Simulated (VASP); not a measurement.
# KCl (F-43m) in VASP: settings compared, part 2 of 2

VASP 6.6.1. Earlier steps stand in the parts before.

### Step 4. Single point, r2SCAN

The input, POSCAR:

```
KCl
1.0
    0.0000000000      3.5072828304      3.5072828304
    3.5072828304      0.0000000000      3.5072828304
    3.5072828304      3.5072828304      0.0000000000
K Cl
1 1
Direct
    0.0000000000      0.0000000000      0.0000000000
    0.2500000000      0.2500000000      0.2500000000
```

The input, INCAR.step1:

```
PREC = Accurate ; ENCUT = 520
ISMEAR = 1 ; SIGMA = 0.001
LREAL = F ; LASPH = T
NELM = 60 ; NBANDS = 15
GGA = PE ; ALGO = Normal
EDIFF = 1E-4 ; LWAVE = T
LCHARG = F
```

The input, INCAR.step2:

```
PREC = Accurate ; ENCUT = 520
EDIFF = 1E-7 ; ISMEAR = 1
SIGMA = 0.001 ; LREAL = F
LASPH = T ; NELM = 60
ALGO = Normal ; ISIF = 2
LWAVE = F ; LCHARG = F
METAGGA = R2SCAN ; LMIXTAU = T
NBANDS = 15 ; ISTART = 1
```

The input, KPOINTS:

```
Automatic mesh
0
Gamma
  4 4 4
```

Started as:

```console
$ cat potpaw_PBE.64/K_sv/POTCAR potpaw_PBE.64/Cl/POTCAR > POTCAR
$ cp INCAR.step1 INCAR
$ mpirun -np 1 vasp_std > vasp.out
$ cp INCAR.step2 INCAR
$ mpirun -np 1 vasp_std > vasp.out
```

Wall time 2.6 min (1 thread of AMD EPYC 7R13, shared host); peak memory 0.22 GiB.

It converged, with:

| Item | Value |
| --- | --- |
| Free energy | -16.2219 eV |
| Pressure | 0.0 GPa |
| Band gap on the k mesh | 5.35 eV (least direct gap 5.39 eV) |

Levels at points of the mesh, in eV from the valence-band top:
| k point | band 4 | band 5 | band 6 | band 7 | band 8 | band 9 | band 10 | band 11 | band 12 | band 13 |
| --- | --- | --- | --- | --- | --- | --- | --- | --- | --- | --- |
| (0.00, 0.00, 0.00) | -11.07 | -11.07 | -0.04 | -0.04 | -0.04 | 5.35 | 10.14 | 10.14 | 11.15 | 11.15 |
| (0.50, 0.00, 0.00) | -11.08 | -10.89 | -0.33 | -0.01 | -0.01 | 7.79 | 8.10 | 9.67 | 9.67 | 11.24 |
| (0.50, 0.50, 0.00) | -11.10 | -10.81 | -0.39 | 0.00 | 0.00 | 7.17 | 8.29 | 10.89 | 11.10 | 11.10 |

Caveat: the structure was generated, so it needn't be the stable form of KCl; the PAW data sets were made with another functional, which shifts forces and pressure a little.

### Step 5. Single point, PBE-based screened hybrid with 20 % exact exchange

POSCAR is that of step 4.

The input, INCAR.step1:

```
PREC = Accurate
ENCUT = 520
EDIFF = 1E-5
ISMEAR = 0
SIGMA = 0.01
LREAL = False
LASPH = True
NELM = 100
ALGO = Normal
ISIF = 2
LWAVE = True
LCHARG = False
NBANDS = 15
GGA = PE
```

The input, INCAR.step2:

```
PREC = Accurate
ENCUT = 520
EDIFF = 1E-6
ISMEAR = 0
SIGMA = 0.01
LREAL = False
LASPH = True
NELM = 100
ALGO = Normal
ISIF = 2
LWAVE = False
LCHARG = False
GGA = PE
LHFCALC = True
AEXX = 0.2
HFSCREEN = 0.5
PRECFOCK = Normal
NBANDS = 15
ISTART = 1
```

KPOINTS is that of step 4.

Started as:

```console
$ cat potpaw_PBE.64/K_sv/POTCAR potpaw_PBE.64/Cl/POTCAR > POTCAR
$ cp INCAR.step1 INCAR
$ mpirun -np 1 vasp_std > vasp.out
$ cp INCAR.step2 INCAR
$ mpirun -np 1 vasp_std > vasp.out
```

It took 15 min on 1 thread of AMD EPYC 7R13, shared host; peak memory 0.32 GiB.

The run converged. Its results:

* Free energy: -7.0915 eV
* Pressure: 0.2 GPa
* Band gap on the k mesh: 5.28 eV (least direct gap 5.32 eV)

Levels at points of the mesh, in eV from the valence-band top:
```
           k point  band 5  band 6  band 7  band 8  band 9  band 10  band 11  band 12
(0.00, 0.00, 0.00)  -11.22   -0.04   -0.04   -0.04    5.28    10.07    10.07    11.07
(0.50, 0.00, 0.00)  -11.04   -0.33   -0.01   -0.01    7.79     7.96     9.58     9.58
(0.50, 0.50, 0.00)  -10.96   -0.40    0.00    0.00    7.20     8.25    10.49    11.00
```

Caveat: the structure was generated, so it needn't be the stable form of KCl; the PAW data sets were made with another functional, which shifts forces and pressure a little. A k mesh can miss the band edges.

### Step 6. Single point, PBE-based screened hybrid with 100 % exact exchange

POSCAR is that of step 5.

The input, INCAR.step1:

```
PREC     = Accurate       # precision mode
ENCUT    = 520            # plane-wave cutoff, eV
EDIFF    = 1E-5           # SCF threshold, eV
ISMEAR   = 0              # smearing method
SIGMA    = 0.01           # smearing width, eV
LREAL    = False          # projectors in reciprocal space
LASPH    = True           # aspherical terms in the spheres
NELM     = 80             # most SCF steps
ALGO     = Normal         # electronic algorithm
ISIF     = 2              # what is computed and relaxed
LWAVE    = True           # write WAVECAR
LCHARG   = False          # write CHGCAR
NBANDS   = 15             # bands
GGA      = PE             # functional
```

The input, INCAR.step2:

```
PREC     = Accurate       # precision mode
ENCUT    = 520            # plane-wave cutoff, eV
EDIFF    = 1E-6           # SCF threshold, eV
ISMEAR   = 0              # smearing method
SIGMA    = 0.01           # smearing width, eV
LREAL    = False          # projectors in reciprocal space
LASPH    = True           # aspherical terms in the spheres
NELM     = 80             # most SCF steps
ALGO     = Normal         # electronic algorithm
ISIF     = 2              # what is computed and relaxed
LWAVE    = False          # write WAVECAR
LCHARG   = False          # write CHGCAR
GGA      = PE             # functional
LHFCALC  = True           # exact exchange
AEXX     = 1.0            # exact-exchange fraction
HFSCREEN = 0.1            # screening, 1/A
PRECFOCK = Normal       
NBANDS   = 15             # bands
ISTART   = 1            
ALDAC    = 1.0          
AGGAC    = 1.0
```

The input, KPOINTS:

```
regular mesh
0
Gamma
  4 4 4
```

Potentials or basis: VASP PAW PBE potentials, release 64 (K_sv, Cl).

Started as:

```console
$ cat potpaw_PBE.64/K_sv/POTCAR potpaw_PBE.64/Cl/POTCAR > POTCAR
$ cp INCAR.step1 INCAR
$ mpirun -np 1 vasp_std > vasp.out
$ cp INCAR.step2 INCAR
$ mpirun -np 1 vasp_std > vasp.out
```

Wall time 27 min (1 thread of AMD EPYC 7R13, shared host); peak memory 0.32 GiB.

Results (log left out):

```
Free energy            : -12.0245 eV
Pressure               : -0.3 GPa
Band gap on the k mesh : 11.46 eV (least direct gap 11.49 eV)
```

Levels at points of the mesh, in eV from the valence-band top:
```tsv
k point	band 4	band 5	band 6	band 7	band 8	band 9	band 10	band 11	band 12	band 13
(0.00, 0.00, 0.00)	-13.45	-13.45	-0.03	-0.03	-0.03	11.46	17.46	17.46	18.11	18.11
(0.50, 0.00, 0.00)	-13.47	-13.31	-0.34	0.00	0.00	14.00	14.41	16.48	16.48	18.91
(0.50, 0.50, 0.00)	-13.49	-13.23	-0.42	0.00	0.00	13.38	14.66	17.60	18.22	18.22
```

Caveat: the structure was generated, so it needn't be the stable form of KCl; the PAW data sets were made with another functional, which shifts forces and pressure a little. A k mesh can miss the band edges.

### Step 7. Single point, PBE-based screened hybrid with 10 % exact exchange

POSCAR is that of step 6.

The input, INCAR.step1:

```
SYSTEM = KCl
PREC = Accurate ; ENCUT = 520
EDIFF = 1E-5 ; ISMEAR = 0
SIGMA = 0.01 ; LREAL = .False.
LASPH = .True. ; NELM = 60
ALGO = Normal ; ISIF = 2
LWAVE = .True. ; LCHARG = .False.
NBANDS = 15 ; GGA = PE
```

The input, INCAR.step2:

```
SYSTEM = KCl
PREC = Accurate ; ENCUT = 520
EDIFF = 1E-6 ; ISMEAR = 0
SIGMA = 0.01 ; LREAL = .False.
LASPH = .True. ; NELM = 60
ALGO = Normal ; ISIF = 2
LWAVE = .False. ; LCHARG = .False.
GGA = PE ; LHFCALC = .True.
AEXX = 0.1 ; HFSCREEN = 0.3
PRECFOCK = Normal ; NBANDS = 15
ISTART = 1
```

The input, KPOINTS:

```
regular mesh
0
Gamma
  4 4 4
  0 0 0
```

Started as:

```console
$ cat potpaw_PBE.64/K_sv/POTCAR potpaw_PBE.64/Cl/POTCAR > POTCAR
$ cp INCAR.step1 INCAR
$ mpirun -np 1 vasp_std > vasp.out
$ cp INCAR.step2 INCAR
$ mpirun -np 1 vasp_std > vasp.out
```

Run time: 13 min. Hardware: 1 thread of AMD EPYC 7R13, shared host; peak memory 0.32 GiB.

It converged, with:

| Item | Value |
| --- | --- |
| Free energy | -6.9631 eV |
| Pressure | 0.2 GPa |
| Band gap on the k mesh | 5.17 eV (least direct gap 5.21 eV) |

Levels at points of the mesh, in eV from the valence-band top:
```tsv
k point	band 5	band 6	band 7	band 8	band 9	band 10	band 11	band 12
(0.00, 0.00, 0.00)	-11.02	-0.04	-0.04	-0.04	5.17	9.90	9.90	10.90
(0.50, 0.00, 0.00)	-10.82	-0.34	-0.01	-0.01	7.68	7.84	9.44	9.44
(0.50, 0.50, 0.00)	-10.75	-0.40	0.00	0.00	7.09	8.13	10.36	10.83
```

Caveat: the structure was generated, so it needn't be the stable form of KCl; the PAW data sets were made with another functional, which shifts forces and pressure a little. A k mesh can miss the band edges.

### Step 8. The runs side by side

```tsv
level	smearing	grid for exact exchange (PRECFOCK)	share of exact exchange	screening parameter	gap on the mesh (eV)	pressure (GPa)
r2SCAN	fermi-dirac 0.001 eV	-	-	-	5.35	0.0
r2SCAN	methfessel-paxton 0.001 eV	-	-	-	5.35	0.0
PBE-based screened hybrid with 20 % exact exchange	gaussian 0.01 eV	Normal	0.2	0.5 1/Å	5.28	0.2
PBE-based screened hybrid with 100 % exact exchange	gaussian 0.01 eV	Normal	1	0.1 1/Å	11.46	-0.3
PBE-based screened hybrid with 10 % exact exchange	gaussian 0.01 eV	Normal	0.1	0.3 1/Å	5.17	0.2
```

Alike in all rows: task single point; potentials or basis VASP PAW PBE potentials, release 64 (K_sv, Cl); no spin polarisation; cell as given; k mesh 4 × 4 × 4; cutoff (eV) 520.

On the cell as given the gap runs from 5.17 eV (PBE-based screened hybrid with 10 % exact exchange) to 11.46 eV (PBE-based screened hybrid with 100 % exact exchange). The pressure there spans -0.3 GPa (PBE-based screened hybrid with 100 % exact exchange) to 0.2 GPa (PBE-based screened hybrid with 10 % exact exchange); a positive pressure means that this level wants a larger cell, a negative one a smaller.

Caveats: the structure was generated, so it needn't be the stable form of KCl; the PAW data sets were made with another functional, which shifts forces and pressure a little.

Absolute energies hang on the potentials; compare differences alone.
